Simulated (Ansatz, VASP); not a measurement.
## One calculation of InSb3, two programs

```
In Sb
1.0
     0.00000    3.79455    3.79455
     3.79455    0.00000    3.79455
     3.79455    3.79455    0.00000
In Sb
1 3
Direct
  0.00000 0.00000 0.00000
  0.25000 0.25000 0.25000
  0.75000 0.75000 0.75000
  0.50000 0.50000 0.50000
```

Alike in both runs: task relaxation of cell and atoms; functional r2SCAN; k mesh 10 × 10 × 10; occupations gaussian, width 0.1 eV; no spin polarisation.

|  | VASP | Ansatz |
| --- | --- | --- |
| version | VASP 6.6.1 | Ansatz 0.2.0 |
| potentials or method | VASP PAW PBE potentials, release 64 (In_d, Sb), cutoff 600 eV | scalar-relativistic, plane waves, PAW |
| valence electrons in the cell | 28 | 58 |

VASP gave:

```
gap on the k mesh at the Fermi level, each at its own relaxed structure (eV) : none
relaxed volume (Å³/atom)                                                     : 26.83
relaxed length of the cell vector where the two differ most in proportion (Å)              : 5.334
```

Task: Estimate Ansatz's values.

Result: gap on the k mesh at the Fermi level, each at its own relaxed structure (eV): none; relaxed volume (Å³/atom): 26.84; relaxed length of the cell vector where the two differ most in proportion (Å): 5.335.

VASP's potentials were made for PBE, not for r2SCAN. A gap of «none» marks a metal or a gap that the smearing closes. VASP's potentials hold 28 valence electrons a cell and Ansatz's 58, so a difference there can come from the potentials and not from the codes.

Neither program's run includes spin-orbit coupling. Noted on VASP's run: too few bands were computed for a metal, which touches its energy and stress.
